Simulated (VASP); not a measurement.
# CdSe (Fm-3m) in VASP: further runs

The runs below take CdSe through single point, with PBEsol.

Everything below comes from runs of VASP 6.6.1. Logs are shortened: lines on timing, memory, paths and dates and some standing lists are left out, and cuts for length are marked.

## 1. The cell of the first run

It takes space group Fm-3m (No. 225, cubic). Conventional cell: a = 5.471 Å, b = 5.471 Å, c = 5.471 Å, α = 90.00°, β = 90.00°, γ = 90.00°. Cd (site symmetry m-3m) has 6 Se at 2.74 Å within 3.6 Å. Within 3.6 Å of Se (site symmetry m-3m) lie 6 Cd at 2.74 Å.

## 2. Single point, PBEsol (volume scaled by 0.920)

The input, INCAR:

```
PREC = Accurate
ENCUT = 520
EDIFF = 1E-6
ISMEAR = 0
SIGMA = 0.05
LREAL = F
LASPH = T
NELM = 80
ALGO = Normal
ISIF = 2
LWAVE = F
LCHARG = F
GGA = PS
NBANDS = 16
```

The input, KPOINTS:

```
regular mesh
0
Gamma
  10 10 10
```

The input, POSCAR:

```
CdSe
1.0
    0.0000000000      2.7356417154      2.7356417154
    2.7356417154      0.0000000000      2.7356417154
    2.7356417154      2.7356417154      0.0000000000
Cd Se
1 1
Direct
    0.0000000000      0.0000000000      0.0000000000
    0.5000000000      0.5000000000      0.5000000000
```

Potentials or basis: VASP PAW PBE potentials, release 64 (Cd, Se).

Started as:

```
cat potpaw_PBE.64/Cd/POTCAR potpaw_PBE.64/Se/POTCAR > POTCAR
mpirun -np 1 vasp_std > vasp.out
```

OUTCAR:

```text
PREC = Accurate
   ENCUT = 520
   EDIFF = 1E-6
   ISMEAR = 0
   LREAL = F
   LASPH = T
   NELM = 80
   ISIF = 2
   GGA = PS

 ion  position               nearest neighbor table
   1  0.000  0.000  0.000-   2 2.74   2 2.74   2 2.74   2 2.74   2 2.74   2 2.74
   2  0.500  0.500  0.500-   1 2.74   1 2.74   1 2.74   1 2.74   1 2.74   1 2.74

  LATTYP: Found a face centered cubic cell.
 ALAT       =     5.4712834308

  Lattice vectors:

 A1 = (   0.0000000000,   2.7356417154,   2.7356417154)
 A2 = (   2.7356417154,   0.0000000000,   2.7356417154)
 A3 = (   2.7356417154,   2.7356417154,   0.0000000000)

Analysis of symmetry for initial positions (statically):
=====================================================================
 Subroutine PRICEL returns:
 Original cell was already a primitive cell.

 Routine SETGRP: Setting up the symmetry group for a
 face centered cubic supercell.

 Subroutine GETGRP returns: Found 48 space group operations
 (whereof 48 operations were pure point group operations)
 out of a pool of 48 trial point group operations.

The static configuration has the point symmetry O_h .

Analysis of symmetry for dynamics (positions and initial velocities):
=====================================================================
 Subroutine PRICEL returns:
 Original cell was already a primitive cell.

 Routine SETGRP: Setting up the symmetry group for a
 face centered cubic supercell.

 Subroutine GETGRP returns: Found 48 space group operations
 (whereof 48 operations were pure point group operations)
 out of a pool of 48 trial point group operations.

The dynamic configuration has the point symmetry O_h .

 Subroutine INISYM returns: Found 48 space group operations
 (whereof 48 operations are pure point group operations),
 and found     1 'primitive' translations

----------------------------------------------------------------------------------------

                                     Primitive cell

  volume of cell :      40.9456

  direct lattice vectors                    reciprocal lattice vectors
     0.000000000  2.735641715  2.735641715    -0.182772472  0.182772472  0.182772472
     2.735641715  0.000000000  2.735641715     0.182772472 -0.182772472  0.182772472
     2.735641715  2.735641715  0.000000000     0.182772472  0.182772472 -0.182772472

  length of vectors
     3.868781616  3.868781616  3.868781616     0.316571208  0.316571208  0.316571208

  position of ions in fractional coordinates (direct lattice)
     0.000000000  0.000000000  0.000000000
     0.500000000  0.500000000  0.500000000

  ion indices of the primitive-cell ions
   primitive index   ion index
                 1           1
                 2           2

----------------------------------------------------------------------------------------

 KPOINTS: regular mesh

Automatic generation of k-mesh.
 Grid dimensions read from file:
 generate k-points for:   10   10   10

 Generating k-lattice:

  Cartesian coordinates                     Fractional coordinates (reciprocal lattice)
    -0.018277247  0.018277247  0.018277247     0.100000000  0.000000000  0.000000000
     0.018277247 -0.018277247  0.018277247     0.000000000  0.100000000  0.000000000
     0.018277247  0.018277247 -0.018277247     0.000000000  0.000000000  0.100000000

  Length of vectors
     0.031657121  0.031657121  0.031657121

  Shift w.r.t. Gamma in fractional coordinates (k-lattice)
     0.000000000  0.000000000  0.000000000

 Subroutine IBZKPT returns following result:
 ===========================================

 Found     47 irreducible k-points:

 Following reciprocal coordinates:
            Coordinates               Weight
  0.000000  0.000000  0.000000      1.000000
  0.100000  0.000000  0.000000      8.000000
  0.200000  0.000000  0.000000      8.000000
  0.300000  0.000000  0.000000      8.000000
  0.400000  0.000000  0.000000      8.000000
  0.500000  0.000000  0.000000      4.000000
[... 16 lines left out ...]
  0.300000  0.300000  0.000000      6.000000
  0.400000  0.300000  0.000000     24.000000
 [... further k-points ...]
   k-points           NKPTS =     47   k-points in BZ     NKDIM =     47   number of bands    NBANDS=     16
   number of dos      NEDOS =    301   number of ions     NIONS =      2
   total plane-waves  NPLWV =  27000
   dimension x,y,z NGX =    30 NGY =   30 NGZ =   30
   dimension x,y,z NGXF=    60 NGYF=   60 NGZF=   60
   ions per type =               1   1
   NGX,Y,Z   is equivalent  to a cutoff of  12.89, 12.89, 12.89 a.u.
   NGXF,Y,Z  is equivalent  to a cutoff of  25.78, 25.78, 25.78 a.u.
 SYSTEM =  unknown system
   PREC   = accura    normal or accurate (medium, high low for compatibility)
   ISTART =      0    job   : 0-new  1-cont  2-samecut
   ICHARG =      2    charge: 1-file 2-atom 10-const
   ISPIN  =      1    spin polarized calculation?
   LNONCOLLINEAR =      F non collinear calculations
   LSORBIT =      F    spin-orbit coupling
   LASPH  =      T    aspherical Exc in radial PAW
   ENCUT  =  520.0 eV  38.22 Ry    6.18 a.u.   7.19  7.19  7.19*2*pi/ulx,y,z
   NELM   =     80;   NELMIN=  2; NELMDL= -5     # of ELM steps
   EDIFF  = 0.1E-05   stopping-criterion for ELM
   LREAL  =      F    real-space projection
   EDIFFG = 0.1E-04   stopping-criterion for IOM
   NSW    =      0    number of steps for IOM
   IBRION =     -1    ionic relax: 0-MD 1-quasi-New 2-CG
   NFREE  =      0    steps in history (QN), initial steepest desc. (CG)
   ISIF   =      2    stress and relaxation
   ISYM   =      2    0-nonsym 1-usesym 2-fastsym
   POTIM  = 0.5000    time-step for ionic-motion
   TEBEG  =    0.0;   TEEND  =   0.0 temperature during run
   PSTRESS=    0.0 pullay stress
   NELECT =      18.0000    total number of electrons
   NUPDOWN=      -1.0000    fix difference up-down
   EMIN   =  10.00;   EMAX   =-10.00  energy-range for DOS
   EFERMI =   0.00;   METHOD = LEGACY
   ISMEAR =     0;   SIGMA  =   0.05  broadening in eV -4-tet -1-fermi 0-gaus
   EFERMI_NEDOS =   21; number of points for ismear=-14 and -15
   IALGO  =     38    algorithm
   IMIX   =      4    mixing-type and parameters
     AMIX     =   0.40;   BMIX     =  1.00
     AMIX_MAG =   1.60;   BMIX_MAG =  1.00
  volume/ion in A,a.u.               =      20.47       138.16
  Fermi-wavevector in a.u.,A,eV,Ry     =   1.244791  2.352314 21.082291  1.549505
  Thomas-Fermi vector in A             =   2.379042
   LORBIT       =      0    0 simple, 1 ext, 2 COOP (PROOUT), +10 PAW based schemes
   GGA     = PS    functional components
   LHFCALC =     F    Hartree Fock is set to
   AEXX    =    0.0000 exact exchange contribution
   IVDW    =     0    specifies the selected vdW correction
   LEPSILON=     F    determine dielectric tensor
   LRPA    =     F    only Hartree local field effects (RPA)
 non-spin polarized calculation
 Gauss-broadening in eV      SIGMA  =   0.05
  energy-cutoff  :      520.00
  volume of cell :       40.95
 maximum number of plane-waves:      1117
 NGX is ok and might be reduce to    30
   NGX = 15   NGY = 15   NGZ = 15

 number of electron      18.0000006 magnetization

 Free energy of the ion-electron system (eV)
  ---------------------------------------------------
  ext. energy  EPLUGINS =         0.00000000
  ---------------------------------------------------
  free energy    TOTEN  =        -5.89994590 eV

  energy without entropy =       -5.89899311  energy(sigma->0) =       -5.89946950

 E-fermi :   3.5911     XC(G=0): -10.9089

 val. band max:        3.5738784087   @ k =  -0.2000   0.2000   0.0000
 cond. band min:       3.6667575504   @ k =   0.5000   0.4000   0.0000
 fundamental gap:      0.0928791416
 Fermi energy:         3.5910556913

 k-point     1 :       0.0000    0.0000    0.0000
  band No.  band energies     occupation
      1     -10.3851      2.00000
      2      -4.6978      2.00000
      3      -4.6978      2.00000
      4      -4.6767      2.00000
      5      -4.6767      2.00000
      6      -4.6767      2.00000
[... 8 lines left out ...]
     15      14.0019      0.00000
     16      14.0019      0.00000

 k-point     2 :       0.1000    0.0000    0.0000
  band No.  band energies     occupation
      1     -10.2889      2.00000
      2      -4.7317      2.00000
      3      -4.7317      2.00000
      4      -4.6887      2.00000
      5      -4.6585      2.00000
      6      -4.6585      2.00000
[... 8 lines left out ...]
     15      13.2933      0.00000
     16      13.5905      0.00000

 k-point     3 :       0.2000    0.0000    0.0000
  band No.  band energies     occupation
      1     -10.0171      2.00000
      2      -4.8233      2.00000
      3      -4.8233      2.00000
      4      -4.7308      2.00000
      5      -4.6052      2.00000
      6      -4.6052      2.00000
[... 8 lines left out ...]
     15      13.5611      0.00000
     16      13.5611      0.00000

 k-point     4 :       0.3000    0.0000    0.0000
  band No.  band energies     occupation
      1      -9.6290      2.00000
      2      -4.9325      2.00000
      3      -4.9325      2.00000
      4      -4.8196      2.00000
      5      -4.5376      2.00000
      6      -4.5376      2.00000
[... 8 lines left out ...]
     15      14.5446      0.00000
     16      14.5446      0.00000
[... 324 lines left out ...]
 k-point    22 :      -0.2000    0.2000    0.0000
  band No.  band energies     occupation
      1      -9.5523      2.00000
      2      -4.9672      2.00000
      3      -4.9217      2.00000
      4      -4.7341      2.00000
      5      -4.5652      2.00000
      6      -4.4657      2.00000
[... 8 lines left out ...]
     15      15.9133      0.00000
     16      16.9316      0.00000

 k-point    23 :       0.3000    0.3000    0.0000
  band No.  band energies     occupation
      1      -9.5839      2.00000
      2      -4.7920      2.00000
      3      -4.7848      2.00000
      4      -4.6209      2.00000
      5      -4.5129      2.00000
      6      -4.5129      2.00000
[... 8 lines left out ...]
     15      17.0544      0.00000
     16      18.6716      0.00000

 k-point    24 :       0.4000    0.3000    0.0000
  band No.  band energies     occupation
      1      -9.4131      2.00000
      2      -4.8096      2.00000
      3      -4.6599      2.00000
      4      -4.6151      2.00000
      5      -4.4504      2.00000
      6      -4.4220      2.00000
[... 8 lines left out ...]
     15      17.8111      0.00000
     16      18.7808      0.00000

 [... further k-points ...]
[... 5 lines left out ...]
  --------------------------------------------------------------------------------------
  -------------------------------------------------------------------------------------
  Total        2.0613723      2.0613723      2.0613723      0.0000000      0.0000000     -0.0000000
  in kB       80.6602148     80.6602148     80.6602148      0.0000000      0.0000000     -0.0000000
  external PRESSURE =      80.6602148 kB  Pullay stress =       0.0000000 kB

 VOLUME and BASIS-vectors are now :
 -----------------------------------------------------------------------------
  energy-cutoff  :      520.00
  volume of cell :       40.95
      direct lattice vectors                 reciprocal lattice vectors
     0.000000000  2.735641715  2.735641715    -0.182772472  0.182772472  0.182772472
     2.735641715  0.000000000  2.735641715     0.182772472 -0.182772472  0.182772472
     2.735641715  2.735641715  0.000000000     0.182772472  0.182772472 -0.182772472

 POSITION                                       TOTAL-FORCE (eV/Angst)
 -----------------------------------------------------------------------------------
      0.00000      0.00000      0.00000        -0.000000      0.000000      0.000000
      2.73564      2.73564      2.73564         0.000000     -0.000000     -0.000000
 -----------------------------------------------------------------------------------
    total drift:                               -0.000000      0.000000      0.000000

  FREE ENERGIE OF THE ION-ELECTRON SYSTEM (eV)
  ---------------------------------------------------
  free  energy   TOTEN  =        -5.8999459026 eV

  energy  without entropy=       -5.8989931073  energy(sigma->0) =       -5.89946950
```

It took 37 s on 1 thread of AMD EPYC 7R13, shared host; peak memory 0.16 GiB.

What came out:

```
Free energy            : -5.8999 eV
Pressure               : 8.1 GPa
Band gap on the k mesh : zero (band 9 reaches 3.57 eV, above the bottom of band 10 at 2.96 eV)
```

Levels at points of the mesh, in eV from the Fermi level:
```
           k point  band 5  band 6  band 7  band 8  band 9  band 10  band 11  band 12  band 13  band 14
(0.00, 0.00, 0.00)   -8.27   -8.27   -0.91   -0.91   -0.91     0.57     8.65     8.65     8.65     9.82
(0.50, 0.00, 0.00)   -8.05   -8.05   -5.77   -0.04   -0.04     2.75     5.08     5.08     7.00    11.66
(0.50, 0.50, 0.00)   -7.97   -7.22   -5.19   -2.71   -2.71    -0.63     5.11    10.65    11.27    11.27
```

Caveat: the PAW data sets were made with another functional, which shifts forces and pressure a little.

## 3. Single point, PBEsol (volume scaled by 0.960)

The input, INCAR:

```
SYSTEM = CdSe
PREC = Accurate ; ENCUT = 520
EDIFF = 1E-6 ; ISMEAR = 0
SIGMA = 0.05 ; LREAL = .FALSE.
LASPH = .TRUE. ; NELM = 60
ALGO = Normal ; ISIF = 2
LWAVE = .FALSE. ; LCHARG = .FALSE.
GGA = PS ; NBANDS = 16
```

The input, KPOINTS:

```
regular mesh
0
G
  10 10 10
  0 0 0
```

The input, POSCAR:

```
CdSe
1.0
    0.0000000000      2.7747275920      2.7747275920
    2.7747275920      0.0000000000      2.7747275920
    2.7747275920      2.7747275920      0.0000000000
Cd Se
1 1
Direct
    0.0000000000      0.0000000000      0.0000000000
    0.5000000000      0.5000000000      0.5000000000
```

Potentials or basis: VASP PAW PBE potentials, release 64 (Cd, Se).

Started as:

```
cat potpaw_PBE.64/Cd/POTCAR potpaw_PBE.64/Se/POTCAR > POTCAR
mpirun -np 1 vasp_std > vasp.out
```

Wall time 34 s (1 thread of AMD EPYC 7R13, shared host); peak memory 0.16 GiB.

The run converged. Its results:

```
Free energy            : -5.9653 eV
Pressure               : 3.9 GPa
Band gap on the k mesh : zero (band 9 reaches 3.13 eV, above the bottom of band 10 at 2.54 eV)
```

Levels at points of the mesh, in eV from the Fermi level:
```tsv
k point	band 7	band 8	band 9	band 10	band 11	band 12
(0.00, 0.00, 0.00)	-0.82	-0.82	-0.82	0.38	8.63	8.63
(0.50, 0.00, 0.00)	-5.54	-0.05	-0.05	2.79	5.11	5.11
(0.50, 0.50, 0.00)	-4.87	-2.51	-2.51	-0.60	5.18	10.34
```

Caveat: the PAW data sets were made with another functional, which shifts forces and pressure a little.
